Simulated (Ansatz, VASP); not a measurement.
**Mo in VASP and in Ansatz**

The input INCAR:

```
SYSTEM = Mo
  PREC = Accurate
  ENCUT = 520
  EDIFF = 1E-6
  ISMEAR = 0
  SIGMA = 0.15
  LREAL = .FALSE.
  LASPH = .TRUE.
  NELM = 60
  ALGO = Fast
  ISIF = 2
  LWAVE = .FALSE.
  LCHARG = .FALSE.
  GGA = PE
  NBANDS = 13
```

KPOINTS

```
Automatic mesh
0
G
  26 26 26
  0 0 0
```

The input POSCAR:

```
Mo
1.0
   -1.5407139493      1.5407139493      1.6592304070
    1.5407139493     -1.5407139493      1.6592304070
    1.5407139493      1.5407139493     -1.6592304070
Mo
1
Direct
    0.0000000000      0.0000000000      0.0000000000
```

Input for Ansatz:

```yaml
crystal:
  lattice:
    - [-1.5407139493, 1.5407139493, 1.659230407]
    - [1.5407139493, -1.5407139493, 1.659230407]
    - [1.5407139493, 1.5407139493, -1.659230407]
  atoms:
    - { symbol: Mo, position: [0.0, 0.0, 0.0] }
basis:
  ecutwfc: 420
kpoints:
  mp_grid: { grid: [26, 26, 26] }
hamiltonian:
  xc: pbe
scf:
  occupations: { method: gaussian, width: 0.15 }
output:
  forces: true
  stress: true
  eigenvalues: true
  write_density: true
  write_potential: true
  elf: true
  volumetric_format: npy
```

Change from the starting cell: strain -0.025 along x and y, +0.050 along z, atoms carried along.

Alike in both runs: task single point; functional PBE; k mesh 26 × 26 × 26; occupations gaussian, width 0.15 eV; no spin polarisation.

|  | VASP | Ansatz |
| --- | --- | --- |
| version | VASP 6.6.1 | Ansatz 0.2.0 |
| potentials or method | VASP PAW PBE potentials, release 64 (Mo_sv), cutoff 520 eV | scalar-relativistic, plane waves, PAW |
| valence electrons in the cell | 14 | 14 |

Ansatz gave:

- gap on the k mesh at the Fermi level (eV): none
- pressure (GPa): 1.2
- traceless stress, the component that is largest in VASP (GPa): -13.69

**Question.** What did VASP give for the same quantities?

**Answer.** gap on the k mesh at the Fermi level (eV): none; pressure (GPa): 1.8; traceless stress, the component that is largest in VASP (GPa): -13.68.

A gap of «none» marks a metal or a gap that the smearing closes. The functional is the same, so the differences come from potentials, cutoffs and numerics.
